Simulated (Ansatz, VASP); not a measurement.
**V in VASP and in Ansatz**

File POSCAR:

```
V
1.0
    2.6353279106      0.0000000000      0.0000000000
   -1.3176639553      2.2822609179      0.0000000000
    0.0000000000      0.0000000000      4.7246711887
V
2
Direct
    0.3333333333      0.6666666667      0.2500000000
    0.6666666667      0.3333333333      0.7500000000
```

The input INCAR.step1:

```
ALGO = Normal
EDIFF = 1E-4
ENCUT = 520
GGA = PE
ISMEAR = -1
LASPH = True
LCHARG = False
LREAL = False
LWAVE = True
NBANDS = 20
NELM = 80
PREC = Accurate
SIGMA = 0.1
```

File INCAR.step2:

```
ALGO = Normal
EDIFF = 1E-7
ENCUT = 520
ISIF = 2
ISMEAR = -1
ISTART = 1
LASPH = True
LCHARG = False
LMIXTAU = True
LREAL = False
LWAVE = False
METAGGA = R2SCAN
NBANDS = 20
NELM = 80
PREC = Accurate
SIGMA = 0.1
```

Contents of KPOINTS:

```
k-points
0
Gamma
  16 16 8
```

Input for Ansatz:

```yaml
crystal:
  lattice:
    - [2.6353279106, 0.0, 0.0]
    - [-1.3176639553, 2.2822609179, 0.0]
    - [0.0, 0.0, 4.7246711887]
  atoms:
    - { symbol: V, position: [0.3333333333, 0.6666666667, 0.25] }
    - { symbol: V, position: [0.6666666667, 0.3333333333, 0.75] }
hamiltonian:
  xc: r2scan
  pseudopotentials:
    kind: paw
    azcp:
      V: "pseudopotentials/V.paw.azcp"
basis:
  ecutwfc: 500
  fft_grid_basis: typed
kpoints:
  mp_grid: { grid: [16, 16, 8], shift: [0, 0, 0] }
magnetization:
  spin_polarized: false
scf:
  occupations: { method: fermi_dirac, width: 0.1 }
  lower_state_search: "off"
output:
  stress: true
```

Alike in both runs: task single point; functional r2SCAN; k mesh 16 × 16 × 8; occupations fermi-dirac, width 0.1 eV; no spin polarisation.

```csv
,VASP,Ansatz
version,VASP 6.6.1,Ansatz 0.2.0
potentials or method,"VASP PAW PBE potentials, release 64 (V_sv), cutoff 520 eV","plane waves (500 eV) with PAW, scalar-relativistic"
valence electrons in the cell,26,26
```

```csv
,VASP,Ansatz,Ansatz less VASP
pressure (GPa),-6.1,-6.6,-0.52
"traceless stress, the component that is largest in VASP (GPa)",0.05,0.08,+0.037
```

VASP's potentials were made for PBE, not for r2SCAN.
